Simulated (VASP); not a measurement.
**BAs: single point with PBEsol**

Crystal: BAs.

```
CELL_PARAMETERS angstrom
0.00000 2.39644 2.39644
2.39644 0.00000 2.39644
2.39644 2.39644 0.00000
ATOMIC_POSITIONS crystal
B 0.00000 0.00000 0.00000
As 0.75000 0.75000 0.75000
```

| Item | Value |
| --- | --- |
| Program | VASP 6.6.1 |
| Task | single point |
| Functional | PBEsol |
| Potentials or basis | VASP PAW PBE potentials, release 64 (B, As) |
| Cutoff | 520 eV |
| k mesh | 12 × 12 × 12 |
| Occupations | gaussian, width 0.05 eV |
| Spin | no spin polarisation |
| Dipole correction | no |
| Further INCAR settings | ALGO = Normal; EDIFF = 1e-06; NBANDS = 11 |

```
Pressure               : -1.3 GPa
Band gap on the k mesh : 1.09 eV (least direct gap 3.23 eV)
```

Levels at points of the mesh, in eV from the valence-band top:
```
           k point  band 2  band 3  band 4  band 5  band 6  band 7
(0.00, 0.00, 0.00)    0.00    0.00    0.00    3.23    3.23    3.23
(0.50, 0.00, 0.00)   -8.76   -1.81   -1.81    2.60    4.71    4.71
(0.50, 0.50, 0.00)   -8.48   -4.06   -4.06    1.32    1.35   11.25
```

Run time: 9.5 s on 1 thread of Intel(R) Xeon(R) 6975P-C (Granite Rapids), with other jobs on the host, peak memory 0.17 GiB.

Caveat: the PAW data sets were made with another functional, which shifts forces and pressure a little. A k mesh can miss the band edges.
